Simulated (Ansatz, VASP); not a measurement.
## Bi2Se3: VASP beside Ansatz

The input INCAR:

```
SYSTEM = Bi2Se3
ALGO = Normal
EDIFF = 1E-6
ENCUT = 520
GGA = PE
ISIF = 2
ISMEAR = 0
LASPH = .TRUE.
LCHARG = .TRUE.
LELF = .TRUE.
LREAL = .FALSE.
LVHAR = .TRUE.
LWAVE = .FALSE.
NBANDS = 32
NELM = 60
PREC = Accurate
SIGMA = 0.1
```

Contents of KPOINTS:

```
k-points
0
G
  4 4 2
  0 0 0
```

File POSCAR:

```
Bi2Se3
1.0
    4.0886809300      0.0000000000      0.0000000000
    0.0000000000      4.0886809300      0.0000000000
    0.0000000000      0.0000000000      8.3776622300
Bi Se
2 3
Direct
    0.0000000000      0.0000000000      0.0000000000
    0.5000000000      0.5000000000      0.5000000000
    0.0000000000      0.0000000000      0.5000000000
    0.0000000000      0.0000000000      0.7623586300
    0.0000000000      0.0000000000      0.2376413700
```

Input for Ansatz:

```yaml
crystal:
  lattice:
    - [4.08868093, 0.0, 0.0]
    - [0.0, 4.08868093, 0.0]
    - [0.0, 0.0, 8.37766223]
  atoms:
    - { symbol: Bi, position: [0.0, 0.0, 0.0] }
    - { symbol: Bi, position: [0.5, 0.5, 0.5] }
    - { symbol: Se, position: [0.0, 0.0, 0.5] }
    - { symbol: Se, position: [0.0, 0.0, 0.76235863] }
    - { symbol: Se, position: [0.0, 0.0, 0.23764137] }
basis:
  ecutwfc: 420
kpoints:
  mp_grid: { grid: [4, 4, 2] }
hamiltonian:
  xc: pbe
scf:
  occupations: { method: gaussian, width: 0.1 }
  lower_state_search: "off"
output:
  forces: true
  stress: true
  eigenvalues: true
```

Alike in both runs: task single point; functional PBE; k mesh 4 × 4 × 2; occupations gaussian, width 0.1 eV; no spin polarisation.

|  | VASP | Ansatz |
| --- | --- | --- |
| version | VASP 6.6.1 | Ansatz 0.2.0 |
| potentials or method | VASP PAW PBE potentials, release 64 (Bi_d, Se), cutoff 520 eV | scalar-relativistic, plane waves, PAW |
| valence electrons in the cell | 48 | 78 |

Ansatz gave:

| Quantity | Value |
| --- | --- |
| gap on the k mesh at the Fermi level (eV) | none |
| rms of the force components (eV/Å) | 5.610 |

Question: Which values does VASP return?

Answer: gap on the k mesh at the Fermi level (eV): none; rms of the force components (eV/Å): 5.522.

Atom by atom the forces differ by 0.088 eV/Å (rms over components). A gap of «none» marks a metal or a gap that the smearing closes. VASP's potentials hold 48 valence electrons a cell and Ansatz's 78, so a difference there can come from the potentials and not from the codes.

The k mesh is coarse, so the values compare programs but aren't converged. Neither program's run includes spin-orbit coupling.
